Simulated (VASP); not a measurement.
A run of VASP 6.6.1 is set up as follows.

The input INCAR:

```
SYSTEM = TaN
  PREC = Accurate
  ENCUT = 600
  EDIFF = 1E-6
  ISMEAR = 0
  SIGMA = 0.15
  LREAL = .FALSE.
  LASPH = .TRUE.
  NELM = 120
  ALGO = Normal
  ISIF = 2
  LWAVE = .FALSE.
  LCHARG = .TRUE.
  GGA = PE
  LELF = .TRUE.
  LVHAR = .TRUE.
  NBANDS = 15
  GGA_COMPAT = .FALSE.
```

File KPOINTS:

```
regular mesh
0
G
  18 18 18
  0 0 0
```

Contents of POSCAR:

```
TaN
1.0
    0.0000000000      2.1790000000      2.1790000000
    2.0918400000      0.0000000000      2.1790000000
    2.0918400000      2.1790000000      0.0000000000
Ta N
1 1
Direct
    0.5000000000      0.5000000000      0.5000000000
    0.0000000000      0.0000000000      0.0000000000
```

Potentials or basis: VASP PAW PBE potentials, release 64 (Ta_pv, N).

Launch:

```bash
$ cat potpaw_PBE.64/Ta_pv/POTCAR potpaw_PBE.64/N/POTCAR > POTCAR
$ mpirun -np 1 vasp_std > vasp.out
```

**Question.** Predict the band gap on the k mesh.

**Answer.** Zero (band 8 reaches 12.24 eV, above the bottom of band 9 at 7.87 eV).

**Question.** What does it give for the pressure?

**Answer.** 34.8 GPa.

Stress tensor (GPa, compression positive):
```
59.56  0.00  0.00
 0.00 22.46  0.00
 0.00  0.00 22.46
```

Caveat: the cell differs from its parent crystal (strain -0.0400 x Voigt [1, 0, 0, 0, 0, 0]); spin-orbit coupling is left out, which moves the levels of the heavy elements.
